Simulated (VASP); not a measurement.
Runs of VASP 6.6.1 on Cu. Symmetry: P6_3/mmc, No. 194, hexagonal system. The conventional cell has a = 2.531 Å, b = 2.531 Å, c = 8.262 Å, α = 90.00°, β = 90.00°, γ = 120.00°. Within 3.3 Å of Cu (site symmetry -3m) lie 12 Cu at 2.53 Å. Within 3.3 Å of Cu (site symmetry -6m2) lie 12 Cu at 2.53 Å. 

```tsv
k mesh	gap on the mesh (eV)	pressure (GPa)
8 × 8 × 3	none	0.7
12 × 12 × 4	none	(a)
6 × 6 × 2	none	1.2
5 × 5 × 2	none	-0.3
10 × 10 × 3	none	0.7
```

Alike in all rows: task single point; level r2SCAN; potentials or basis VASP PAW PBE potentials, release 64 (Cu); no spin polarisation; cell as given; cutoff (eV) 520; smearing methfessel-paxton 0.15 eV.

**Question.** Fill in the values left out.

**Answer.** (a) 0.6.

Caveats: some runs use coarse meshes; the PAW data sets were made with another functional, which shifts forces and pressure a little.

A gap of «none» marks levels without a gap at the run's occupations.
